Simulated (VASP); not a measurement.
# AlNi (Pmm2) in VASP: single point with PBEsol

Aim: the single point of AlNi with PBEsol.

Everything below comes from runs of VASP 6.6.1. Logs are shortened: lines on timing, memory, paths and dates and some standing lists are left out, and cuts for length are marked.

## 1. The cell of the first run

Symmetry: Pmm2, No. 25, orthorhombic system. Conventional cell: a = 2.859 Å, b = 2.869 Å, c = 2.859 Å, α = 90.00°, β = 90.00°, γ = 90.00°. Al (site symmetry mm2) has 8 Ni at 2.40 to 2.57 Å and 6 Al at 2.86 to 2.87 Å within 3.2 Å. Ni (site symmetry mm2) has 8 Al at 2.40 to 2.57 Å and 6 Ni at 2.86 to 2.87 Å within 3.2 Å.

## 2. Single point, PBEsol (atoms displaced along a vibrational mode)

INCAR reads:

```
SYSTEM = AlNi
PREC = Accurate ; ENCUT = 520
EDIFF = 1E-6 ; ISMEAR = 0
SIGMA = 0.15 ; LREAL = .False.
LASPH = .True. ; NELM = 60
ALGO = Fast ; ISIF = 2
LWAVE = .False. ; LCHARG = .False.
GGA = PS ; NBANDS = 14
```

KPOINTS reads:

```
regular mesh
0
Gamma
  20 20 20
  0 0 0
```

POSCAR reads:

```
AlNi
1.0
    2.0213280871     -2.0213497883      0.0000000000
    2.0213280871      2.0213497883      0.0000000000
    0.0000000000      0.0000000000      2.8694088109
Al Ni
1 1
Direct
    0.0000000000     -0.0349820986      0.0000000000
    0.5000000000      0.5160813795      0.5000000000
```

Potentials or basis: VASP PAW PBE potentials, release 64 (Al, Ni).

Started as:

```bash
$ cat potpaw_PBE.64/Al/POTCAR potpaw_PBE.64/Ni/POTCAR > POTCAR
$ mpirun -np 1 vasp_std > vasp.out
```

OUTCAR:

```text
SYSTEM = AlNi
   PREC = Accurate
   ENCUT = 520
   EDIFF = 1E-6
   ISMEAR = 0
   LREAL = .False.
   LASPH = .True.
   NELM = 60
   ISIF = 2
   GGA = PS

 ion  position               nearest neighbor table
   1  0.000  0.965  0.000-   2 2.40   2 2.40   2 2.40   2 2.40   2 2.57   2 2.57   2 2.57   2 2.57

   2  0.500  0.516  0.500-   1 2.40   1 2.40   1 2.40   1 2.40   1 2.57   1 2.57   1 2.57   1 2.57

  LATTYP: Found a base centered orthorhombic cell.
 ALAT       =     4.0426561742
 B/A-ratio  =     1.0000107361
 C/A-ratio  =     0.7097830454

  Lattice vectors:

 A1 = (   2.0213280871,  -2.0213497883,   0.0000000000)
 A2 = (   2.0213280871,   2.0213497883,   0.0000000000)
 A3 = (   0.0000000000,   0.0000000000,   2.8694088109)

Analysis of symmetry for initial positions (statically):
=====================================================================
 Subroutine PRICEL returns:
 Original cell was already a primitive cell.

 Routine SETGRP: Setting up the symmetry group for a
 base centered orthorhombic supercell.

 Subroutine GETGRP returns: Found  2 space group operations
 (whereof  2 operations were pure point group operations)
 out of a pool of  8 trial point group operations.

The static configuration has the point symmetry C_1h.

Analysis of symmetry for dynamics (positions and initial velocities):
=====================================================================
 Subroutine PRICEL returns:
 Original cell was already a primitive cell.

 Routine SETGRP: Setting up the symmetry group for a
 base centered orthorhombic supercell.

 Subroutine GETGRP returns: Found  2 space group operations
 (whereof  2 operations were pure point group operations)
 out of a pool of  8 trial point group operations.

The dynamic configuration has the point symmetry C_1h.

 Subroutine INISYM returns: Found  2 space group operations
 (whereof  2 operations are pure point group operations),
 and found     1 'primitive' translations

----------------------------------------------------------------------------------------

                                     Primitive cell

  volume of cell :      23.4477

  direct lattice vectors                    reciprocal lattice vectors
     2.021328087 -2.021349788  0.000000000     0.247362120 -0.247359464  0.000000000
     2.021328087  2.021349788  0.000000000     0.247362120  0.247359464  0.000000000
     0.000000000  0.000000000  2.869408811     0.000000000  0.000000000  0.348503844

  length of vectors
     2.858604940  2.858604940  2.869408811     0.349820986  0.349820986  0.348503844

  position of ions in fractional coordinates (direct lattice)
     0.000000000  0.965017901  0.000000000
     0.500000000  0.516081380  0.500000000

  ion indices of the primitive-cell ions
   primitive index   ion index
                 1           1
                 2           2

----------------------------------------------------------------------------------------

 KPOINTS: regular mesh

Automatic generation of k-mesh.
 Grid dimensions read from file:
 generate k-points for:   20   20   20

 Generating k-lattice:

  Cartesian coordinates                     Fractional coordinates (reciprocal lattice)
     0.012368106 -0.012367973  0.000000000     0.050000000  0.000000000  0.000000000
     0.012368106  0.012367973  0.000000000     0.000000000  0.050000000  0.000000000
     0.000000000  0.000000000  0.017425192     0.000000000  0.000000000  0.050000000

  Length of vectors
     0.017491049  0.017491049  0.017425192

  Shift w.r.t. Gamma in fractional coordinates (k-lattice)
     0.000000000  0.000000000  0.000000000

 Subroutine IBZKPT returns following result:
 ===========================================

 Found   2222 irreducible k-points:

 Following reciprocal coordinates:
            Coordinates               Weight
  0.000000  0.000000  0.000000      1.000000
  0.050000  0.000000  0.000000      2.000000
  0.000000  0.050000  0.000000      2.000000
  0.100000  0.000000  0.000000      2.000000
  0.000000  0.100000  0.000000      2.000000
  0.150000  0.000000  0.000000      2.000000
[... 16 lines left out ...]
  0.100000  0.050000  0.000000      2.000000
  0.050000  0.100000  0.000000      2.000000
 [... further k-points ...]
   k-points           NKPTS =   2222   k-points in BZ     NKDIM =   2222   number of bands    NBANDS=     14
   number of dos      NEDOS =    301   number of ions     NIONS =      2
   total plane-waves  NPLWV =  13824
   dimension x,y,z NGX =    24 NGY =   24 NGZ =   24
   dimension x,y,z NGXF=    48 NGYF=   48 NGZF=   48
   ions per type =               1   1
   NGX,Y,Z   is equivalent  to a cutoff of  13.96, 13.96, 13.90 a.u.
   NGXF,Y,Z  is equivalent  to a cutoff of  27.92, 27.92, 27.81 a.u.
 SYSTEM =  AlNi
   PREC   = accura    normal or accurate (medium, high low for compatibility)
   ISTART =      0    job   : 0-new  1-cont  2-samecut
   ICHARG =      2    charge: 1-file 2-atom 10-const
   ISPIN  =      1    spin polarized calculation?
   LNONCOLLINEAR =      F non collinear calculations
   LSORBIT =      F    spin-orbit coupling
   LASPH  =      T    aspherical Exc in radial PAW
   ENCUT  =  520.0 eV  38.22 Ry    6.18 a.u.   5.32  5.32  5.34*2*pi/ulx,y,z
   NELM   =     60;   NELMIN=  2; NELMDL= -5     # of ELM steps
   EDIFF  = 0.1E-05   stopping-criterion for ELM
   LREAL  =      F    real-space projection
   EDIFFG = 0.1E-04   stopping-criterion for IOM
   NSW    =      0    number of steps for IOM
   IBRION =     -1    ionic relax: 0-MD 1-quasi-New 2-CG
   NFREE  =      0    steps in history (QN), initial steepest desc. (CG)
   ISIF   =      2    stress and relaxation
   ISYM   =      2    0-nonsym 1-usesym 2-fastsym
   POTIM  = 0.5000    time-step for ionic-motion
   TEBEG  =    0.0;   TEEND  =   0.0 temperature during run
   PSTRESS=    0.0 pullay stress
   NELECT =      13.0000    total number of electrons
   NUPDOWN=      -1.0000    fix difference up-down
   EMIN   =  10.00;   EMAX   =-10.00  energy-range for DOS
   EFERMI =   0.00;   METHOD = LEGACY
   ISMEAR =     0;   SIGMA  =   0.15  broadening in eV -4-tet -1-fermi 0-gaus
   EFERMI_NEDOS =   21; number of points for ismear=-14 and -15
   IALGO  =     68    algorithm
   IMIX   =      4    mixing-type and parameters
     AMIX     =   0.40;   BMIX     =  1.00
     AMIX_MAG =   1.60;   BMIX_MAG =  1.00
  volume/ion in A,a.u.               =      11.72        79.12
  Fermi-wavevector in a.u.,A,eV,Ry     =   1.344897  2.541487 24.609512  1.808748
  Thomas-Fermi vector in A             =   2.472854
   LORBIT       =      0    0 simple, 1 ext, 2 COOP (PROOUT), +10 PAW based schemes
   GGA     = PS    functional components
   LHFCALC =     F    Hartree Fock is set to
   AEXX    =    0.0000 exact exchange contribution
   IVDW    =     0    specifies the selected vdW correction
   LEPSILON=     F    determine dielectric tensor
   LRPA    =     F    only Hartree local field effects (RPA)
 non-spin polarized calculation
 RMM-DIIS sequential band-by-band and
 Gauss-broadening in eV      SIGMA  =   0.15
  energy-cutoff  :      520.00
  volume of cell :       23.45
 maximum number of plane-waves:       655
 NGX is ok and might be reduce to    24
   NGX = 11   NGY = 11   NGZ = 11

 number of electron      13.0000006 magnetization

 Free energy of the ion-electron system (eV)
  ---------------------------------------------------
  ext. energy  EPLUGINS =         0.00000000
  ---------------------------------------------------
  free energy    TOTEN  =       -11.52397635 eV

  energy without entropy =      -11.51425556  energy(sigma->0) =      -11.51911595

 E-fermi :  10.1479     XC(G=0): -12.2562

 val. band max:       10.1468874179   @ k =   0.4000   0.5000  -0.3500
 cond. band min:      10.1487945979   @ k =   0.0500   0.3500  -0.2000
 fundamental gap:      0.0019071801
 Fermi energy:        10.1478518598

 k-point     1 :       0.0000    0.0000    0.0000
  band No.  band energies     occupation
      1      -1.1153      2.00000
      2       6.7879      2.00000
      3       6.8126      2.00000
      4       8.5354      2.00000
      5       8.5571      2.00000
      6       8.5680      2.00000
      7      15.6524      0.00000
      8      15.7890      0.00000
      9      15.7954      0.00000
     10      18.3788      0.00000
     11      18.4215      0.00000
     12      24.0891      0.00000
     13      31.0877      0.00000
     14      31.2177      0.00000

 k-point     2 :       0.0500    0.0000    0.0000
  band No.  band energies     occupation
      1      -1.0684      2.00000
      2       6.7884      2.00000
      3       6.8211      2.00000
      4       8.5133      2.00000
      5       8.5475      2.00000
      6       8.5600      2.00000
      7      15.2082      0.00000
      8      15.7149      0.00000
      9      15.8878      0.00000
     10      18.3998      0.00000
     11      18.9023      0.00000
     12      24.2517      0.00000
     13      30.6227      0.00000
     14      30.6330      0.00000

 k-point     3 :       0.0000    0.0500    0.0000
  band No.  band energies     occupation
      1      -1.0685      2.00000
      2       6.7990      2.00000
      3       6.8102      2.00000
      4       8.5360      2.00000
      5       8.5376      2.00000
      6       8.5474      2.00000
      7      15.2370      0.00000
      8      15.7144      0.00000
      9      15.8505      0.00000
     10      18.3852      0.00000
     11      18.9311      0.00000
     12      24.2466      0.00000
     13      30.5142      0.00000
     14      30.6107      0.00000
[... 324 lines left out ...]
 k-point    23 :       0.1000    0.0500    0.0000
  band No.  band energies     occupation
      1      -0.8816      2.00000
      2       6.7899      2.00000
      3       6.8510      2.00000
      4       8.4532      2.00000
      5       8.4657      2.00000
      6       8.5472      2.00000
      7      14.1667      0.00000
      8      15.5288      0.00000
      9      15.9605      0.00000
     10      18.7616      0.00000
     11      20.0095      0.00000
     12      24.8802      0.00000
     13      28.9263      0.00000
     14      29.5137      0.00000

 k-point    24 :       0.0500    0.1000    0.0000
  band No.  band energies     occupation
      1      -0.8819      2.00000
      2       6.8068      2.00000
      3       6.8331      2.00000
      4       8.4654      2.00000
      5       8.4757      2.00000
      6       8.5259      2.00000
      7      14.1873      0.00000
      8      15.5006      0.00000
      9      15.9590      0.00000
     10      18.7446      0.00000
     11      20.0498      0.00000
     12      24.8668      0.00000
     13      28.9048      0.00000
     14      29.4390      0.00000

 [... further k-points ...]

------------------------ aborting loop because EDIFF is reached ----------------------------------------

  FORCE on cell =-STRESS in cart. coord.  units (eV):
  Direction    XX          YY          ZZ          XY          YZ          ZX
  --------------------------------------------------------------------------------------
  -------------------------------------------------------------------------------------
  Total        0.2435900      0.2432002      0.2887945     -0.0858749      0.0000000      0.0000000
  in kB       16.6444447     16.6178091     19.7332598     -5.8678113      0.0000000      0.0000000
  external PRESSURE =      17.6651712 kB  Pullay stress =       0.0000000 kB

 VOLUME and BASIS-vectors are now :
 -----------------------------------------------------------------------------
  energy-cutoff  :      520.00
  volume of cell :       23.45
      direct lattice vectors                 reciprocal lattice vectors
     2.021328087 -2.021349788  0.000000000     0.247362120 -0.247359464  0.000000000
     2.021328087  2.021349788  0.000000000     0.247362120  0.247359464  0.000000000
     0.000000000  0.000000000  2.869408811     0.000000000  0.000000000  0.348503844

 POSITION                                       TOTAL-FORCE (eV/Angst)
 -----------------------------------------------------------------------------------
      1.95062      1.95064      0.00000         0.644332      0.644275      0.000000
      2.05383      0.03251      1.43470        -0.644332     -0.644275      0.000000
 -----------------------------------------------------------------------------------
    total drift:                                0.000543      0.000543     -0.000007

  FREE ENERGIE OF THE ION-ELECTRON SYSTEM (eV)
  ---------------------------------------------------
  free  energy   TOTEN  =       -11.5239763455 eV

  energy  without entropy=      -11.5142555552  energy(sigma->0) =      -11.51911595
```

Wall time 6.3 min (1 thread of AMD EPYC 9R45 (Zen 5), shared host); peak memory 0.77 GiB.

Results:

* Free energy: -11.5240 eV
* Pressure: 1.8 GPa
* Largest force: 0.911 eV/Å
* Band gap on the k mesh: zero (an odd number of electrons rules out a gap without spin polarisation)

Forces in eV/Å, atoms in the order of the input:
```
Al   0.644  0.644  0.000
Ni  -0.644 -0.644  0.000
```

Stress tensor (GPa, compression positive):
```
 1.66 -0.59  0.00
-0.59  1.66  0.00
 0.00  0.00  1.97
```

Caveat: the cell differs from its parent crystal (atoms displaced along a vibrational mode); the PAW data sets were made with another functional, which shifts forces and pressure a little.
